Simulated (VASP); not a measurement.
# ZnO in VASP: notebook

The runs below take ZnO through single point, with LDA.

Program: VASP 6.6.1. These are calculated values, not measurements. Logs are shortened: lines on timing, memory, paths and dates and some standing lists are left out, and cuts for length are marked.

## (1) The cell of the first run

It takes space group Fm-3m (No. 225, cubic). The conventional cell has a = 4.122 Å, b = 4.122 Å, c = 4.122 Å, α = 90.00°, β = 90.00°, γ = 90.00°. Zn (site symmetry m-3m) has 6 O at 2.06 Å within 2.7 Å. O (site symmetry m-3m) has 6 Zn at 2.06 Å within 2.7 Å.

## (2) Single point, LDA (strain -0.050 along x and y, -0.050 along z)

Input file INCAR:

```
PREC = Accurate
ENCUT = 1340
EDIFF = 1E-6
ISMEAR = 0
SIGMA = 0.05
LREAL = False
LASPH = True
NELM = 120
ALGO = Normal
ISIF = 2
LWAVE = False
LCHARG = True
GGA = CA
LELF = True
LVHAR = True
NBANDS = 16
GGA_COMPAT = False
```

Input file KPOINTS:

```
regular mesh
0
Gamma
  12 12 12
```

Input file POSCAR:

```
ZnO
1.0
    0.0000000000      2.0609699000      2.0609699000
    2.0609699000      0.0000000000      2.0609699000
    2.0609699000      2.0609699000      0.0000000000
Zn O
1 1
Direct
    0.0000000000      0.0000000000      0.0000000000
    0.5000000000      0.5000000000      0.5000000000
```

Potentials or basis: VASP PAW LDA potentials, release 64 (Zn, O_h).

On the command line:

```console
$ cat potpaw_LDA.64/Zn/POTCAR potpaw_LDA.64/O_h/POTCAR > POTCAR
$ mpirun -np 1 vasp_std > vasp.out
```

OUTCAR:

```text
PREC = Accurate
   ENCUT = 1340
   EDIFF = 1E-6
   ISMEAR = 0
   LREAL = False
   LASPH = True
   NELM = 120
   ISIF = 2
   GGA = CA

 ion  position               nearest neighbor table
   1  0.000  0.000  0.000-   2 2.06   2 2.06   2 2.06   2 2.06   2 2.06   2 2.06
   2  0.500  0.500  0.500-   1 2.06   1 2.06   1 2.06   1 2.06   1 2.06   1 2.06

  LATTYP: Found a face centered cubic cell.
 ALAT       =     4.1219398000

  Lattice vectors:

 A1 = (   0.0000000000,   2.0609699000,   2.0609699000)
 A2 = (   2.0609699000,   0.0000000000,   2.0609699000)
 A3 = (   2.0609699000,   2.0609699000,   0.0000000000)

Analysis of symmetry for initial positions (statically):
=====================================================================
 Subroutine PRICEL returns:
 Original cell was already a primitive cell.

 Routine SETGRP: Setting up the symmetry group for a
 face centered cubic supercell.

 Subroutine GETGRP returns: Found 48 space group operations
 (whereof 48 operations were pure point group operations)
 out of a pool of 48 trial point group operations.

The static configuration has the point symmetry O_h .

Analysis of symmetry for dynamics (positions and initial velocities):
=====================================================================
 Subroutine PRICEL returns:
 Original cell was already a primitive cell.

 Routine SETGRP: Setting up the symmetry group for a
 face centered cubic supercell.

 Subroutine GETGRP returns: Found 48 space group operations
 (whereof 48 operations were pure point group operations)
 out of a pool of 48 trial point group operations.

The dynamic configuration has the point symmetry O_h .

 Subroutine INISYM returns: Found 48 space group operations
 (whereof 48 operations are pure point group operations),
 and found     1 'primitive' translations

----------------------------------------------------------------------------------------

                                     Primitive cell

  volume of cell :      17.5083

  direct lattice vectors                    reciprocal lattice vectors
     0.000000000  2.060969900  2.060969900    -0.242604222  0.242604222  0.242604222
     2.060969900  0.000000000  2.060969900     0.242604222 -0.242604222  0.242604222
     2.060969900  2.060969900  0.000000000     0.242604222  0.242604222 -0.242604222

  length of vectors
     2.914651584  2.914651584  2.914651584     0.420202839  0.420202839  0.420202839

  position of ions in fractional coordinates (direct lattice)
     0.000000000  0.000000000  0.000000000
     0.500000000  0.500000000  0.500000000

  ion indices of the primitive-cell ions
   primitive index   ion index
                 1           1
                 2           2

----------------------------------------------------------------------------------------

 KPOINTS: regular mesh

Automatic generation of k-mesh.
 Grid dimensions read from file:
 generate k-points for:   12   12   12

 Generating k-lattice:

  Cartesian coordinates                     Fractional coordinates (reciprocal lattice)
    -0.020217019  0.020217019  0.020217019     0.083333333  0.000000000  0.000000000
     0.020217019 -0.020217019  0.020217019     0.000000000  0.083333333  0.000000000
     0.020217019  0.020217019 -0.020217019     0.000000000  0.000000000  0.083333333

  Length of vectors
     0.035016903  0.035016903  0.035016903

  Shift w.r.t. Gamma in fractional coordinates (k-lattice)
     0.000000000  0.000000000  0.000000000

 Subroutine IBZKPT returns following result:
 ===========================================

 Found     72 irreducible k-points:

 Following reciprocal coordinates:
            Coordinates               Weight
  0.000000  0.000000  0.000000      1.000000
  0.083333  0.000000  0.000000      8.000000
  0.166667  0.000000  0.000000      8.000000
  0.250000  0.000000  0.000000      8.000000
  0.333333  0.000000  0.000000      8.000000
  0.416667  0.000000  0.000000      8.000000
[... 16 lines left out ...]
  0.500000  0.166667  0.000000     24.000000
 -0.416667  0.166667  0.000000     24.000000
 [... further k-points ...]
   k-points           NKPTS =     72   k-points in BZ     NKDIM =     72   number of bands    NBANDS=     16
   number of dos      NEDOS =    301   number of ions     NIONS =      2
   total plane-waves  NPLWV =  46656
   dimension x,y,z NGX =    36 NGY =   36 NGZ =   36
   dimension x,y,z NGXF=    72 NGYF=   72 NGZF=   72
   ions per type =               1   1
   NGX,Y,Z   is equivalent  to a cutoff of  20.53, 20.53, 20.53 a.u.
   NGXF,Y,Z  is equivalent  to a cutoff of  41.07, 41.07, 41.07 a.u.
 SYSTEM =  unknown system
   PREC   = accura    normal or accurate (medium, high low for compatibility)
   ISTART =      0    job   : 0-new  1-cont  2-samecut
   ICHARG =      2    charge: 1-file 2-atom 10-const
   ISPIN  =      1    spin polarized calculation?
   LNONCOLLINEAR =      F non collinear calculations
   LSORBIT =      F    spin-orbit coupling
   LASPH  =      T    aspherical Exc in radial PAW
   ENCUT  = 1340.0 eV  98.49 Ry    9.92 a.u.   8.70  8.70  8.70*2*pi/ulx,y,z
   NELM   =    120;   NELMIN=  2; NELMDL= -5     # of ELM steps
   EDIFF  = 0.1E-05   stopping-criterion for ELM
   LREAL  =      F    real-space projection
   EDIFFG = 0.1E-04   stopping-criterion for IOM
   NSW    =      0    number of steps for IOM
   IBRION =     -1    ionic relax: 0-MD 1-quasi-New 2-CG
   NFREE  =      0    steps in history (QN), initial steepest desc. (CG)
   ISIF   =      2    stress and relaxation
   ISYM   =      2    0-nonsym 1-usesym 2-fastsym
   POTIM  = 0.5000    time-step for ionic-motion
   TEBEG  =    0.0;   TEEND  =   0.0 temperature during run
   PSTRESS=    0.0 pullay stress
   NELECT =      18.0000    total number of electrons
   NUPDOWN=      -1.0000    fix difference up-down
   EMIN   =  10.00;   EMAX   =-10.00  energy-range for DOS
   EFERMI =   0.00;   METHOD = LEGACY
   ISMEAR =     0;   SIGMA  =   0.05  broadening in eV -4-tet -1-fermi 0-gaus
   EFERMI_NEDOS =   21; number of points for ismear=-14 and -15
   IALGO  =     38    algorithm
   IMIX   =      4    mixing-type and parameters
     AMIX     =   0.40;   BMIX     =  1.00
     AMIX_MAG =   1.60;   BMIX_MAG =  1.00
  volume/ion in A,a.u.               =       8.75        59.08
  Fermi-wavevector in a.u.,A,eV,Ry     =   1.652281  3.122359 37.144366  2.730034
  Thomas-Fermi vector in A             =   2.740917
   LORBIT       =      0    0 simple, 1 ext, 2 COOP (PROOUT), +10 PAW based schemes
   GGA     = CA    functional components
   LHFCALC =     F    Hartree Fock is set to
   AEXX    =    0.0000 exact exchange contribution
   IVDW    =     0    specifies the selected vdW correction
   LEPSILON=     F    determine dielectric tensor
   LRPA    =     F    only Hartree local field effects (RPA)
 non-spin polarized calculation
 Gauss-broadening in eV      SIGMA  =   0.05
  energy-cutoff  :     1340.00
  volume of cell :       17.51
 maximum number of plane-waves:      1980
   NGX = 17   NGY = 17   NGZ = 17

 number of electron      18.0000000 magnetization

 Free energy of the ion-electron system (eV)
  ---------------------------------------------------
  ext. energy  EPLUGINS =         0.00000000
  ---------------------------------------------------
  free energy    TOTEN  =       -10.30174506 eV

  energy without entropy =      -10.30174506  energy(sigma->0) =      -10.30174506

 E-fermi :   4.4018     XC(G=0): -13.4520

 val. band max:        4.1936178993   @ k =   0.5000   0.0000   0.0000
 cond. band min:       5.6484411890   @ k =   0.0000   0.0000   0.0000
 fundamental gap:      1.4548232897
 Fermi energy:         4.4018445966

 k-point     1 :       0.0000    0.0000    0.0000
  band No.  band energies     occupation
      1     -15.3093      2.00000
      2      -1.0469      2.00000
      3      -1.0469      2.00000
      4      -1.0469      2.00000
      5      -0.7690      2.00000
      6      -0.7690      2.00000
[... 8 lines left out ...]
     15      24.9017      0.00000
     16      24.9017      0.00000

 k-point     2 :       0.0833    0.0000    0.0000
  band No.  band energies     occupation
      1     -15.2118      2.00000
      2      -1.1282      2.00000
      3      -1.0568      2.00000
      4      -1.0568      2.00000
      5      -0.8734      2.00000
      6      -0.8734      2.00000
[... 8 lines left out ...]
     15      24.7039      0.00000
     16      24.7039      0.00000

 k-point     3 :       0.1667    0.0000    0.0000
  band No.  band energies     occupation
      1     -14.9325      2.00000
      2      -1.4875      2.00000
      3      -1.3156      2.00000
      4      -1.3156      2.00000
      5      -0.8688      2.00000
      6      -0.8688      2.00000
[... 8 lines left out ...]
     15      25.0371      0.00000
     16      25.0371      0.00000

 k-point     4 :       0.2500    0.0000    0.0000
  band No.  band energies     occupation
      1     -14.5155      2.00000
      2      -2.2988      2.00000
      3      -1.6941      2.00000
      4      -1.6941      2.00000
      5      -0.7512      2.00000
      6      -0.7512      2.00000
[... 8 lines left out ...]
     15      26.0366      0.00000
     16      26.0366      0.00000
[... 324 lines left out ...]
 k-point    22 :       0.4167    0.1667    0.0000
  band No.  band energies     occupation
      1     -13.7550      2.00000
      2      -3.3693      2.00000
      3      -2.1082      2.00000
      4      -1.8023      2.00000
      5      -0.7291      2.00000
      6      -0.4745      2.00000
[... 8 lines left out ...]
     15      29.2360      0.00000
     16      30.8505      0.00000

 k-point    23 :       0.5000    0.1667    0.0000
  band No.  band energies     occupation
      1     -13.4805      2.00000
      2      -3.7716      2.00000
      3      -2.2796      2.00000
      4      -2.0513      2.00000
      5      -0.5965      2.00000
      6      -0.4595      2.00000
[... 8 lines left out ...]
     15      29.0580      0.00000
     16      30.5840      0.00000

 k-point    24 :      -0.4167    0.1667    0.0000
  band No.  band energies     occupation
      1     -13.4321      2.00000
      2      -3.8675      2.00000
      3      -2.2531      2.00000
      4      -2.1828      2.00000
      5      -0.5121      2.00000
      6      -0.5020      2.00000
[... 8 lines left out ...]
     15      28.4749      0.00000
     16      28.8492      0.00000

 [... further k-points ...]

------------------------ aborting loop because EDIFF is reached ----------------------------------------

  FORCE on cell =-STRESS in cart. coord.  units (eV):
  Direction    XX          YY          ZZ          XY          YZ          ZX
  --------------------------------------------------------------------------------------
  -------------------------------------------------------------------------------------
  Total        1.9302436      1.9302436      1.9302436      0.0000000      0.0000000      0.0000000
  in kB      176.6354091    176.6354091    176.6354091      0.0000000      0.0000000      0.0000000
  external PRESSURE =     176.6354091 kB  Pullay stress =       0.0000000 kB

 VOLUME and BASIS-vectors are now :
 -----------------------------------------------------------------------------
  energy-cutoff  :     1340.00
  volume of cell :       17.51
      direct lattice vectors                 reciprocal lattice vectors
     0.000000000  2.060969900  2.060969900    -0.242604222  0.242604222  0.242604222
     2.060969900  0.000000000  2.060969900     0.242604222 -0.242604222  0.242604222
     2.060969900  2.060969900  0.000000000     0.242604222  0.242604222 -0.242604222

 POSITION                                       TOTAL-FORCE (eV/Angst)
 -----------------------------------------------------------------------------------
      0.00000      0.00000      0.00000        -0.000000     -0.000000     -0.000000
      2.06097      2.06097      2.06097         0.000000      0.000000      0.000000
 -----------------------------------------------------------------------------------
    total drift:                                0.000000      0.000000      0.000000

  FREE ENERGIE OF THE ION-ELECTRON SYSTEM (eV)
  ---------------------------------------------------
  free  energy   TOTEN  =       -10.3017450596 eV

  energy  without entropy=      -10.3017450596  energy(sigma->0) =      -10.30174506
```

Wall time 58 s (1 thread of Intel Xeon Platinum 8259CL at 2.50GHz (Skylake/Cascade Lake), shared host); peak memory 0.23 GiB.

Results:

* Free energy: -10.3017 eV
* Pressure: 17.7 GPa
* Band gap on the k mesh: 1.45 eV (least direct gap 3.29 eV)

Caveat: the cell differs from its parent crystal (strain -0.050 along x and y, -0.050 along z); the cell stands under pressure. A k mesh can miss the band edges.

## (3) Single point, LDA (strain -0.050 along x and y, -0.025 along z)

INCAR, as its differences from that of step 2:

```diff
@@ -11,6 +11,3 @@
 LWAVE = False
-LCHARG = True
-GGA = CA
-LELF = True
-LVHAR = True
+LCHARG = False
 NBANDS = 16
```

KPOINTS is that of step 2.

Input file POSCAR:

```
ZnO
1.0
    0.0000000000      2.0609699000      2.1152059500
    2.0609699000      0.0000000000      2.1152059500
    2.0609699000      2.0609699000      0.0000000000
Zn O
1 1
Direct
    0.0000000000      0.0000000000      0.0000000000
    0.5000000000      0.5000000000      0.5000000000
```

Potentials or basis: VASP PAW LDA potentials, release 64 (Zn, O_h).

On the command line:

```console
$ cat potpaw_LDA.64/Zn/POTCAR potpaw_LDA.64/O_h/POTCAR > POTCAR
$ mpirun -np 1 vasp_std > vasp.out
```

Run time: 2.5 min. Hardware: 1 thread of AMD EPYC 7R13 (Zen 3), shared host; peak memory 0.29 GiB.

Results (log left out):

| Item | Value |
| --- | --- |
| Free energy | -10.3388 eV |
| Pressure | 10.9 GPa |
| Band gap on the k mesh | 1.23 eV (least direct gap 2.95 eV) |

Stress tensor (GPa, compression positive):
```
12.39  0.00  0.00
 0.00 12.39  0.00
 0.00  0.00  7.88
```

Levels at points of the mesh, in eV from the valence-band top:
```tsv
k point	band 5	band 6	band 7	band 8	band 9	band 10	band 11	band 12	band 13	band 14
(0.00, 0.00, 0.00)	-5.03	-4.97	-1.86	-1.86	-1.72	1.23	18.19	18.30	18.30	18.36
(0.50, 0.00, 0.00)	-4.75	-4.71	-3.88	-0.18	0.00	5.35	9.64	12.64	13.22	19.94
(0.50, 0.50, 0.00)	-4.60	-4.60	-4.17	-3.36	-3.36	4.36	10.73	11.45	16.20	16.20
(0.50, 0.00, 0.50)	-4.62	-4.56	-4.10	-3.59	-3.32	4.30	11.10	11.11	15.57	16.15
```

Caveat: the cell differs from its parent crystal (strain -0.050 along x and y, -0.025 along z); the cell stands under pressure. A k mesh can miss the band edges.

## (4) Single point, LDA (strain +0.000 along x and y, -0.025 along z)

Input file INCAR:

```
PREC = Accurate
ENCUT = 1340
EDIFF = 1E-6
ISMEAR = 0
SIGMA = 0.05
LREAL = F
LASPH = T
NELM = 120
ALGO = Normal
ISIF = 2
LWAVE = F
LCHARG = T
GGA = CA
LELF = T
LVHAR = T
NBANDS = 16
GGA_COMPAT = F
```

Input file KPOINTS:

```
Automatic mesh
0
Gamma
  12 12 12
```

Input file POSCAR:

```
ZnO
1.0
    0.0000000000      2.1694420000      2.1152059500
    2.1694420000      0.0000000000      2.1152059500
    2.1694420000      2.1694420000      0.0000000000
Zn O
1 1
Direct
    0.0000000000      0.0000000000      0.0000000000
    0.5000000000      0.5000000000      0.5000000000
```

Potentials or basis: VASP PAW LDA potentials, release 64 (Zn, O_h).

On the command line:

```console
$ cat potpaw_LDA.64/Zn/POTCAR potpaw_LDA.64/O_h/POTCAR > POTCAR
$ mpirun -np 1 vasp_std > vasp.out
```

OUTCAR:

```text
PREC = Accurate
   ENCUT = 1340
   EDIFF = 1E-6
   ISMEAR = 0
   LREAL = F
   LASPH = T
   NELM = 120
   ISIF = 2
   GGA = CA

 ion  position               nearest neighbor table
   1  0.000  0.000  0.000-   2 2.12   2 2.12   2 2.17   2 2.17   2 2.17   2 2.17
   2  0.500  0.500  0.500-   1 2.12   1 2.12   1 2.17   1 2.17   1 2.17   1 2.17

  LATTYP: Found a body centered tetragonal cell.
 ALAT       =     3.0680542992
 C/A-ratio  =     1.3788582233

  Lattice vectors:

[... 642 lines left out ...]

------------------------ aborting loop because EDIFF is reached ----------------------------------------

  FORCE on cell =-STRESS in cart. coord.  units (eV):
  Direction    XX          YY          ZZ          XY          YZ          ZX
  --------------------------------------------------------------------------------------
  -------------------------------------------------------------------------------------
  Total       -1.3342188     -1.3342188     -1.1326910      0.0000000      0.0000000     -0.0000000
  in kB     -107.3640543   -107.3640543    -91.1471878      0.0000000      0.0000000     -0.0000000
  external PRESSURE =    -101.9584322 kB  Pullay stress =       0.0000000 kB

 VOLUME and BASIS-vectors are now :
 -----------------------------------------------------------------------------
  energy-cutoff  :     1340.00
  volume of cell :       19.91
      direct lattice vectors                 reciprocal lattice vectors
     0.000000000  2.169442000  2.115205950    -0.230474011  0.230474011  0.236383601
     2.169442000  0.000000000  2.115205950     0.230474011 -0.230474011  0.236383601
     2.169442000  2.169442000  0.000000000     0.230474011  0.230474011 -0.236383601

 POSITION                                       TOTAL-FORCE (eV/Angst)
 -----------------------------------------------------------------------------------
      0.00000      0.00000      0.00000        -0.000000      0.000000      0.000000
      2.16944      2.16944      2.11521         0.000000     -0.000000      0.000000
 -----------------------------------------------------------------------------------
    total drift:                                0.000000      0.000000      0.000000

  FREE ENERGIE OF THE ION-ELECTRON SYSTEM (eV)
  ---------------------------------------------------
  free  energy   TOTEN  =       -10.3348676788 eV

  energy  without entropy=      -10.3348676788  energy(sigma->0) =      -10.33486768
```

OSZICAR:

```text
N       E                     dE             d eps       ncg     rms          rms(c)
DAV:   1     0.162391503251E+03    0.16239E+03   -0.16733E+04  5344   0.325E+03
DAV:   2     0.307022753275E+01   -0.15932E+03   -0.14250E+03  6040   0.499E+02
DAV:   3    -0.115501081486E+02   -0.14620E+02   -0.14375E+02  5728   0.120E+02
DAV:   4    -0.117334434233E+02   -0.18334E+00   -0.18316E+00  6648   0.140E+01
DAV:   5    -0.117340116178E+02   -0.56819E-03   -0.56819E-03  6080   0.848E-01    0.909E+00
DAV:   6    -0.103938617223E+02    0.13401E+01   -0.26434E+00  8384   0.506E+01    0.633E+00
DAV:   7    -0.103598912904E+02    0.33970E-01   -0.40432E-01  6256   0.115E+01    0.349E+00
DAV:   8    -0.103372854508E+02    0.22606E-01   -0.10205E-01  5608   0.326E+00    0.532E-01
DAV:   9    -0.103348901512E+02    0.23953E-02   -0.49684E-03  8528   0.110E+00    0.126E-01
DAV:  10    -0.103348715488E+02    0.18602E-04   -0.10144E-03  5504   0.282E-01    0.618E-02
DAV:  11    -0.103348677249E+02    0.38239E-05   -0.21981E-05  6512   0.506E-02    0.484E-03
DAV:  12    -0.103348676788E+02    0.46166E-07   -0.64877E-07  3648   0.107E-02
   1 F= -.10334868E+02 E0= -.10334868E+02  d E =-.834722E-12
```

It took 75 s on 1 thread of Intel Xeon 6975P-C (Granite Rapids), shared host; peak memory 0.33 GiB.

Results:

```yaml
Free_energy: -10.3349 eV
Pressure: -10.2 GPa
Band_gap_on_the_k_mesh: 0.74 eV (least direct gap 2.07 eV)
```

Caveat: the cell differs from its parent crystal (strain +0.000 along x and y, -0.025 along z); the cell stands under tension; semilocal functionals underestimate gaps, and a narrow one can read as zero. A k mesh can miss the band edges.

## (5) Overview

| cell | gap on the mesh (eV) | pressure (GPa) |
| --- | --- | --- |
| a = 2.915 Å, angles 60.0°, 2 atoms | 1.45 | 17.7 |
| a = 2.953, b = 2.953, c = 2.915 Å, angles 60.4, 60.4, 59.1°, 2 atoms | 1.23 | 10.9 |
| a = 3.030, b = 3.030, c = 3.068 Å, angles 59.6, 59.6, 60.8°, 2 atoms | 0.74 | -10.2 |

Alike in all rows: task single point; level LDA; potentials or basis VASP PAW LDA potentials, release 64 (Zn, O_h); no spin polarisation; k mesh 12 × 12 × 12; cutoff (eV) 1340; smearing gaussian 0.05 eV.

Caveats: the cell stands under pressure (at least some runs); the cell stands under tension (at least some runs); semilocal functionals underestimate gaps, and a narrow one can read as zero (at least some runs).

Absolute energies hang on the potentials; compare differences alone.
